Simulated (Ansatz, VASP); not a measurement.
# Sr in VASP and in Ansatz

File INCAR:

```
SYSTEM = Sr
ALGO = Normal
EDIFF = 1E-6
EDIFFG = -0.01
ENCUT = 600
IBRION = 2
ISIF = 3
ISMEAR = -1
LASPH = .True.
LCHARG = .False.
LREAL = .False.
LWAVE = .False.
NELM = 60
NSW = 80
PREC = Accurate
SIGMA = 0.1
```

KPOINTS

```
k-points
0
Gamma
  8 8 8
  0 0 0
```

File POSCAR:

```
Sr
1.0
    3.9327266275      0.0000000000      0.0000000000
    0.0000000000      3.9327266275      0.0000000000
    0.0000000000      0.0000000000      3.9327266275
Sr
1
Direct
    0.0000000000      0.0000000000      0.0000000000
```

Input for Ansatz:

```yaml
crystal:
  lattice:
    - [3.9327266275, 0.0, 0.0]
    - [0.0, 3.9327266275, 0.0]
    - [0.0, 0.0, 3.9327266275]
  atoms:
    - { symbol: Sr, position: [0.0, 0.0, 0.0] }
hamiltonian:
  xc: lda
  pseudopotentials:
    kind: paw
    azcp:
      Sr: "pseudopotentials/Sr.paw.azcp"
basis:
  ecutwfc: 420
  fft_grid_basis: typed
kpoints:
  mp_grid: { grid: [8, 8, 8], shift: [0, 0, 0] }
magnetization:
  spin_polarized: false
scf:
  occupations: { method: fermi_dirac, width: 0.1 }
relax:
  max_steps: 60
  f_tol: 0.01
  cell: {}
```

Alike in both runs: task relaxation of cell and atoms; functional LDA; k mesh 8 × 8 × 8; occupations fermi-dirac, width 0.1 eV; no spin polarisation.

|  | VASP | Ansatz |
| --- | --- | --- |
| version | VASP 6.6.1 | Ansatz 0.2.0 |
| potentials or method | VASP PAW LDA potentials, release 64 (Sr_sv), cutoff 600 eV | plane waves (420 eV) with PAW, scalar-relativistic |
| valence electrons in the cell | 10 | 10 |

|  | VASP | Ansatz | Ansatz less VASP |
| --- | --- | --- | --- |
| relaxed volume (Å³/atom) | 49.32 | 49.38 | +0.060 |
| relaxed cell length with the largest relative difference (Å) | 3.667 | 3.669 | +0.0015 |

Ansatz warns that its potentials were made for another functional, while VASP's fit it. LDA's correlation is that of Perdew and Zunger in VASP and of Perdew and Wang (1992) in Ansatz.

Noted on VASP's run: the volume moved by over 15 % at a fixed basis, so the end points are rough.
